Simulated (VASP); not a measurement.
# V (Im-3m) in VASP: a series of runs

The runs below take V through relaxation of cell and atoms, single point, with PBEsol.

Program: VASP 6.6.1. These are calculated values, not measurements. Logs are shortened: lines on timing, memory, paths and dates and some standing lists are left out, and cuts for length are marked.

## (1) The cell of the first run

Symmetry: Im-3m, No. 229, cubic system. The conventional cell has a = 3.005 Å, b = 3.005 Å, c = 3.005 Å, α = 90.00°, β = 90.00°, γ = 90.00°. V (site symmetry m-3m) has 14 V at 2.60 to 3.00 Å within 3.4 Å.

## (2) Relaxation of cell and atoms, PBEsol

Contents of INCAR:

```
SYSTEM = V
ALGO = Fast
EDIFF = 1E-7
EDIFFG = -0.05
ENCUT = 600
GGA = PS
IBRION = 2
ISIF = 3
ISMEAR = 0
LASPH = .True.
LCHARG = .False.
LREAL = .False.
LWAVE = .False.
NELM = 80
NSW = 80
PREC = Accurate
SIGMA = 0.1
```

Contents of KPOINTS:

```
k-points
0
Gamma
  10 10 10
  0 0 0
```

Contents of POSCAR:

```
V
1.0
   -1.5023851000      1.5023851000      1.5023851000
    1.5023851000     -1.5023851000      1.5023851000
    1.5023851000      1.5023851000     -1.5023851000
V
1
Direct
    0.0000000000      0.0000000000      0.0000000000
```

Potentials or basis: VASP PAW PBE potentials, release 64 (V_sv).

Started as:

```console
$ cat potpaw_PBE.64/V_sv/POTCAR > POTCAR
$ mpirun -np 1 vasp_std > vasp.out
```

OUTCAR:

```text
SYSTEM = V
   EDIFF = 1E-7
   EDIFFG = -0.05
   ENCUT = 600
   GGA = PS
   IBRION = 2
   ISIF = 3
   ISMEAR = 0
   LASPH = .True.
   LREAL = .False.
   NELM = 80
   NSW = 80
   PREC = Accurate

 ion  position               nearest neighbor table
   1  0.000  0.000  0.000-

  LATTYP: Found a body centered cubic cell.
 ALAT       =     3.0047702000

  Lattice vectors:

 A1 = (  -1.5023851000,   1.5023851000,   1.5023851000)
 A2 = (   1.5023851000,  -1.5023851000,   1.5023851000)
 A3 = (   1.5023851000,   1.5023851000,  -1.5023851000)

Analysis of symmetry for initial positions (statically):
=====================================================================
 Subroutine PRICEL returns:
 Original cell was already a primitive cell.

 Routine SETGRP: Setting up the symmetry group for a
 body centered cubic supercell.

 Subroutine GETGRP returns: Found 48 space group operations
 (whereof 48 operations were pure point group operations)
 out of a pool of 48 trial point group operations.

The static configuration has the point symmetry O_h .

Analysis of symmetry for dynamics (positions and initial velocities):
=====================================================================
 Subroutine PRICEL returns:
 Original cell was already a primitive cell.

 Routine SETGRP: Setting up the symmetry group for a
 body centered cubic supercell.

 Subroutine GETGRP returns: Found 48 space group operations
 (whereof 48 operations were pure point group operations)
 out of a pool of 48 trial point group operations.

The dynamic configuration has the point symmetry O_h .

 Subroutine INISYM returns: Found 48 space group operations
 (whereof 48 operations are pure point group operations),
 and found     1 'primitive' translations

----------------------------------------------------------------------------------------

                                     Primitive cell

  volume of cell :      13.5645

  direct lattice vectors                    reciprocal lattice vectors
    -1.502385100  1.502385100  1.502385100     0.000000000  0.332804153  0.332804153
     1.502385100 -1.502385100  1.502385100     0.332804153  0.000000000  0.332804153
     1.502385100  1.502385100 -1.502385100     0.332804153  0.332804153  0.000000000

  length of vectors
     2.602207326  2.602207326  2.602207326     0.470656146  0.470656146  0.470656146

  position of ions in fractional coordinates (direct lattice)
     0.000000000  0.000000000  0.000000000

  ion indices of the primitive-cell ions
   primitive index   ion index
                 1           1

----------------------------------------------------------------------------------------

 KPOINTS: k-points

Automatic generation of k-mesh.
 Grid dimensions read from file:
 generate k-points for:   10   10   10

 Generating k-lattice:

  Cartesian coordinates                     Fractional coordinates (reciprocal lattice)
     0.000000000  0.033280415  0.033280415     0.100000000  0.000000000  0.000000000
     0.033280415  0.000000000  0.033280415     0.000000000  0.100000000  0.000000000
     0.033280415  0.033280415  0.000000000     0.000000000  0.000000000  0.100000000

  Length of vectors
     0.047065615  0.047065615  0.047065615

  Shift w.r.t. Gamma in fractional coordinates (k-lattice)
     0.000000000  0.000000000  0.000000000

 Subroutine IBZKPT returns following result:
 ===========================================

 Found     47 irreducible k-points:

 Following reciprocal coordinates:
            Coordinates               Weight
  0.000000  0.000000  0.000000      1.000000
  0.100000  0.000000  0.000000     12.000000
  0.200000  0.000000  0.000000     12.000000
  0.300000  0.000000  0.000000     12.000000
  0.400000  0.000000  0.000000     12.000000
  0.500000  0.000000  0.000000      6.000000
[... 16 lines left out ...]
  0.300000  0.300000  0.100000      8.000000
 -0.300000  0.300000  0.100000     24.000000
 [... further k-points ...]
   k-points           NKPTS =     47   k-points in BZ     NKDIM =     47   number of bands    NBANDS=     10
   number of dos      NEDOS =    301   number of ions     NIONS =      1
   total plane-waves  NPLWV =  13824
   dimension x,y,z NGX =    24 NGY =   24 NGZ =   24
   dimension x,y,z NGXF=    48 NGYF=   48 NGZF=   48
   ions per type =               1
   NGX,Y,Z   is equivalent  to a cutoff of  15.33, 15.33, 15.33 a.u.
   NGXF,Y,Z  is equivalent  to a cutoff of  30.67, 30.67, 30.67 a.u.
 SYSTEM =  V
   PREC   = accura    normal or accurate (medium, high low for compatibility)
   ISTART =      0    job   : 0-new  1-cont  2-samecut
   ICHARG =      2    charge: 1-file 2-atom 10-const
   ISPIN  =      1    spin polarized calculation?
   LNONCOLLINEAR =      F non collinear calculations
   LSORBIT =      F    spin-orbit coupling
   LASPH  =      T    aspherical Exc in radial PAW
   ENCUT  =  600.0 eV  44.10 Ry    6.64 a.u.   5.20  5.20  5.20*2*pi/ulx,y,z
   NELM   =     80;   NELMIN=  2; NELMDL= -5     # of ELM steps
   EDIFF  = 0.1E-06   stopping-criterion for ELM
   LREAL  =      F    real-space projection
   EDIFFG = -.5E-01   stopping-criterion for IOM
   NSW    =     80    number of steps for IOM
   IBRION =      2    ionic relax: 0-MD 1-quasi-New 2-CG
   NFREE  =      1    steps in history (QN), initial steepest desc. (CG)
   ISIF   =      3    stress and relaxation
   ISYM   =      2    0-nonsym 1-usesym 2-fastsym
   POTIM  = 0.5000    time-step for ionic-motion
   TEBEG  =    0.0;   TEEND  =   0.0 temperature during run
   PSTRESS=    0.0 pullay stress
   NELECT =      13.0000    total number of electrons
   NUPDOWN=      -1.0000    fix difference up-down
   EMIN   =  10.00;   EMAX   =-10.00  energy-range for DOS
   EFERMI =   0.00;   METHOD = LEGACY
   ISMEAR =     0;   SIGMA  =   0.10  broadening in eV -4-tet -1-fermi 0-gaus
   EFERMI_NEDOS =   21; number of points for ismear=-14 and -15
   IALGO  =     68    algorithm
   IMIX   =      4    mixing-type and parameters
     AMIX     =   0.40;   BMIX     =  1.00
     AMIX_MAG =   1.60;   BMIX_MAG =  1.00
  volume/ion in A,a.u.               =      13.56        91.54
  Fermi-wavevector in a.u.,A,eV,Ry     =   1.614066  3.050143 35.446031  2.605210
  Thomas-Fermi vector in A             =   2.709035
   LORBIT       =      0    0 simple, 1 ext, 2 COOP (PROOUT), +10 PAW based schemes
   GGA     = PS    functional components
   LHFCALC =     F    Hartree Fock is set to
   AEXX    =    0.0000 exact exchange contribution
   IVDW    =     0    specifies the selected vdW correction
   LEPSILON=     F    determine dielectric tensor
   LRPA    =     F    only Hartree local field effects (RPA)
 conjugate gradient relaxation of ions
 non-spin polarized calculation
 RMM-DIIS sequential band-by-band and
 Gauss-broadening in eV      SIGMA  =   0.10
  energy-cutoff  :      600.00
  volume of cell :       13.56
 maximum number of plane-waves:       466
 NGX is ok and might be reduce to    24
   NGX = 11   NGY = 11   NGZ = 11

--------------------------------------- Ionic step        1  -------------------------------------------

 number of electron      13.0000000 magnetization

 Free energy of the ion-electron system (eV)
  ---------------------------------------------------
  ext. energy  EPLUGINS =         0.00000000
  ---------------------------------------------------
  free energy    TOTEN  =        -9.62248671 eV

  energy without entropy =       -9.61372782  energy(sigma->0) =       -9.61810727

------------------------ aborting loop because EDIFF is reached ----------------------------------------

  FORCE on cell =-STRESS in cart. coord.  units (eV):
  Direction    XX          YY          ZZ          XY          YZ          ZX
  --------------------------------------------------------------------------------------
  -------------------------------------------------------------------------------------
  Total       -0.6157755     -0.6157755     -0.6157755     -0.0000000      0.0000000     -0.0000000
  in kB      -72.7326173    -72.7326173    -72.7326173     -0.0000000      0.0000000     -0.0000000
  external PRESSURE =     -72.7326173 kB  Pullay stress =       0.0000000 kB
[... 20 lines left out ...]
  energy  without entropy=       -9.6137278223  energy(sigma->0) =       -9.61810727

--------------------------------------- Ionic step        2  -------------------------------------------

 number of electron      13.0000004 magnetization

 E-fermi :  10.6464     XC(G=0): -13.5277

 val. band max:       10.6396410892   @ k =   0.3000   0.0000   0.0000
 cond. band min:      10.6610695459   @ k =  -0.2000   0.3000   0.1000
 fundamental gap:      0.0214284567
 Fermi energy:        10.6463631231

 k-point     1 :       0.0000    0.0000    0.0000
  band No.  band energies     occupation
      1     -52.7848      2.00000
      2     -26.0284      2.00000
      3     -26.0284      2.00000
      4     -26.0284      2.00000
      5       3.8742      2.00000
      6      11.0368      0.00000
      7      11.0368      0.00000
      8      11.0368      0.00000
      9      13.2618      0.00000
     10      13.2618      0.00000
[... 331 lines left out ...]
  energy  without entropy=       -9.6011457217  energy(sigma->0) =       -9.60722833

--------------------------------------- Ionic step        3  -------------------------------------------

 number of electron      12.9999997 magnetization

 Free energy of the ion-electron system (eV)
  ---------------------------------------------------
  ext. energy  EPLUGINS =         0.00000000
  ---------------------------------------------------
  free energy    TOTEN  =        -9.63481066 eV

  energy without entropy =       -9.62473997  energy(sigma->0) =       -9.62977532

 E-fermi :   9.9536     XC(G=0): -13.2393

 val. band max:        9.9442831168   @ k =   0.1000   0.1000   0.0000
 cond. band min:       9.9923900680   @ k =  -0.2000   0.3000   0.1000
 fundamental gap:      0.0481069512
 Fermi energy:         9.9536316096

 k-point     1 :       0.0000    0.0000    0.0000
  band No.  band energies     occupation
      1     -53.5241      2.00000
      2     -26.8688      2.00000
      3     -26.8688      2.00000
      4     -26.8688      2.00000
      5       3.2967      2.00000
      6      10.3477      0.00000
      7      10.3477      0.00000
      8      10.3477      0.00000
      9      12.4322      0.00000
     10      12.4322      0.00000
[... 327 lines left out ...]
  FREE ENERGIE OF THE ION-ELECTRON SYSTEM (eV)
  ---------------------------------------------------
  free  energy   TOTEN  =        -9.6348106643 eV

  energy  without entropy=       -9.6247399686  energy(sigma->0) =       -9.62977532

 reached required accuracy - stopping structural energy minimisation
```

Wall time 36 s (1 thread of Intel Xeon 8259CL, shared host); peak memory 0.15 GiB.

Results:

* Free energy: -9.6348 eV
* Relaxed volume: 13.05 Å³/atom
* Relaxed cell: a = 2.569 Å, b = 2.569 Å, c = 2.569 Å, α = 109.47°, β = 109.47°, γ = 109.47°
* Space group after relaxing (to 0.05 Å): Im-3m (No. 229)
* Energy gained by relaxing: 12.3 meV/atom
* Ionic steps: 3
* Pressure after relaxing: -0.2 GPa

The path:
| step | energy change (eV) | largest force (eV/Å) | pressure (GPa) | volume (Å³) |
| --- | --- | --- | --- | --- |
| 1 | 0.0000 | 0.0000 | -7.27 | 13.56 |
| 2 | 0.0092 | 0.0000 | 10.90 | 12.39 |
| 3 | -0.0123 | 0.0000 | -0.17 | 13.05 |

Final structure:
```xyz
1
Lattice="-1.4831 1.4831 1.4831 1.4831 -1.4831 1.4831 1.4831 1.4831 -1.4831" Properties=species:S:1:pos:R:3 pbc="T T T"
V     0.0000    0.0000    0.0000
```

Levels at points of the mesh, in eV from the Fermi level:
| k point | band 2 | band 3 | band 4 | band 5 | band 6 | band 7 | band 8 | band 9 | band 10 |
| --- | --- | --- | --- | --- | --- | --- | --- | --- | --- |
| (0.00, 0.00, 0.00) | -36.82 | -36.82 | -36.82 | -6.66 | 0.39 | 0.39 | 0.39 | 2.48 | 2.48 |
| (0.50, 0.00, 0.00) | -37.83 | -37.13 | -36.83 | -3.30 | -1.22 | 1.77 | 2.49 | 2.86 | 4.28 |
| (0.50, 0.50, 0.50) | -37.50 | -37.50 | -37.50 | -3.16 | -3.16 | 3.87 | 3.87 | 3.87 | 10.48 |

Caveat: the PAW data sets were made with another functional, which shifts forces and pressure a little.

## (3) Single point, PBEsol

This run uses another cell than the first one, of 12.95 Å³/atom, 0.955 times its volume.

Contents of INCAR:

```
PREC = Accurate
ENCUT = 520
EDIFF = 1E-6
ISMEAR = 0
SIGMA = 0.1
LREAL = False
LASPH = True
NELM = 100
ALGO = Fast
ISIF = 2
LWAVE = False
LCHARG = False
GGA = PS
NBANDS = 12
```

Contents of KPOINTS:

```
regular mesh
0
Gamma
  20 20 20
```

Contents of POSCAR:

```
V
1.0
   -1.4794348202      1.4794348202      1.4794348202
    1.4794348202     -1.4794348202      1.4794348202
    1.4794348202      1.4794348202     -1.4794348202
V
1
Direct
    0.0000000000      0.0000000000      0.0000000000
```

Potentials or basis: VASP PAW PBE potentials, release 64 (V_sv).

Started as:

```console
$ cat potpaw_PBE.64/V_sv/POTCAR > POTCAR
$ mpirun -np 1 vasp_std > vasp.out
```

OUTCAR:

```text
PREC = Accurate
   ENCUT = 520
   EDIFF = 1E-6
   ISMEAR = 0
   LREAL = False
   LASPH = True
   NELM = 100
   ISIF = 2
   GGA = PS

 ion  position               nearest neighbor table
   1  0.000  0.000  0.000-

  LATTYP: Found a body centered cubic cell.
 ALAT       =     2.9588696404

  Lattice vectors:

 A1 = (  -1.4794348202,   1.4794348202,   1.4794348202)
 A2 = (   1.4794348202,  -1.4794348202,   1.4794348202)
 A3 = (   1.4794348202,   1.4794348202,  -1.4794348202)

[... 529 lines left out ...]
      3     -26.9336      2.00000
      4     -26.7517      2.00000
      5       6.4384      2.00000
      6       9.3470      2.00000
      7       9.7684      1.99993
      8      12.1873      0.00000
      9      12.8908      0.00000
     10      13.1873      0.00000
     11      25.1775      0.00000
     12      27.5635      0.00000

 [... further k-points ...]
[... 5 lines left out ...]
  --------------------------------------------------------------------------------------
  -------------------------------------------------------------------------------------
  Total        0.0258947      0.0258947      0.0258947     -0.0000000     -0.0000000     -0.0000000
  in kB        3.2031207      3.2031207      3.2031207     -0.0000000     -0.0000000     -0.0000000
  external PRESSURE =       3.2031207 kB  Pullay stress =       0.0000000 kB

 VOLUME and BASIS-vectors are now :
 -----------------------------------------------------------------------------
  energy-cutoff  :      520.00
  volume of cell :       12.95
      direct lattice vectors                 reciprocal lattice vectors
    -1.479434820  1.479434820  1.479434820     0.000000000  0.337966900  0.337966900
     1.479434820 -1.479434820  1.479434820     0.337966900  0.000000000  0.337966900
     1.479434820  1.479434820 -1.479434820     0.337966900  0.337966900  0.000000000

 POSITION                                       TOTAL-FORCE (eV/Angst)
 -----------------------------------------------------------------------------------
      0.00000      0.00000      0.00000         0.000000      0.000000      0.000000
 -----------------------------------------------------------------------------------
    total drift:                                0.000000     -0.000000      0.000000

  FREE ENERGIE OF THE ION-ELECTRON SYSTEM (eV)
  ---------------------------------------------------
  free  energy   TOTEN  =        -9.6391466334 eV

  energy  without entropy=       -9.6307140561  energy(sigma->0) =       -9.63493034
```

stdout:

```text
POSCAR found type information on POSCAR V
 POSCAR found :  1 types and       1 ions
 scaLAPACK will be used
 -----------------------------------------------------------------------------
|                                                                             |
|                                                                             |
|     You enforced a specific xc type in the INCAR file but a different       |
|     I HOPE YOU KNOW WHAT YOU ARE DOING!                                     |
|                                                                             |
 -----------------------------------------------------------------------------

 LDA part: xc-table for (Slater+PW92), standard interpolation
 POSCAR, INCAR and KPOINTS ok, starting setup
 FFT: planning ... GRIDC
 FFT: planning ... GRID_SOFT
 FFT: planning ... GRID
 WAVECAR not read
 entering main loop
```

It took 51 s on 1 thread of Intel Xeon 8259CL, shared host; peak memory 0.15 GiB.

What came out:

- Free energy: -9.6391 eV
- Pressure: 0.3 GPa

Caveat: the PAW data sets were made with another functional, which shifts forces and pressure a little.
